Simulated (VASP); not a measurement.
Here is a VASP 6.6.1 calculation.

INCAR

```
ALGO     = Normal         # electronic algorithm
EDIFF    = 1E-7           # SCF threshold, eV
ENCUT    = 520            # plane-wave cutoff, eV
GGA      = PE             # functional
ISIF     = 2              # what is computed and relaxed
ISMEAR   = 0              # smearing method
IVDW     = 12             # dispersion correction
LASPH    = True           # aspherical terms in the spheres
LCHARG   = False          # write CHGCAR
LREAL    = False          # projectors in reciprocal space
LWAVE    = False          # write WAVECAR
NBANDS   = 20             # bands
NELM     = 100            # most SCF steps
PREC     = Accurate       # precision mode
SIGMA    = 0.05           # smearing width, eV
```

The input KPOINTS:

```
k-points
0
Gamma
  9 9 4
```

The input POSCAR:

```
WSe2
1.0
    3.1893814957      0.0000000000      0.0000000000
   -1.5946907479      2.7620853977      0.0000000000
    0.0000000000      0.0000000000      7.4047870187
W Se
1 2
Direct
    0.0000000000      0.0000000000      0.0000000000
    0.3333333333      0.6666666667      0.2286623833
    0.3333333333      0.6666666667      0.7713376167
```

Potentials or basis: VASP PAW PBE potentials, release 64 (W_sv, Se).

Launch:

```sh
$ cat potpaw_PBE.64/W_sv/POTCAR potpaw_PBE.64/Se/POTCAR > POTCAR
$ mpirun -np 1 vasp_std > vasp.out
```

(1) Predict the dispersion energy per atom.

(2) Predict the band gap on the k mesh.

(3) Estimate the pressure.

Results:

(1) -0.434 eV.

(2) 1.38 eV (least direct gap 2.01 eV).

(3) 6.6 GPa.

Caveat: the cell stands under pressure; spin-orbit coupling is left out, which moves the levels of the heavy elements; an odd mesh through Γ misses points on the zone boundary, where band edges can lie.
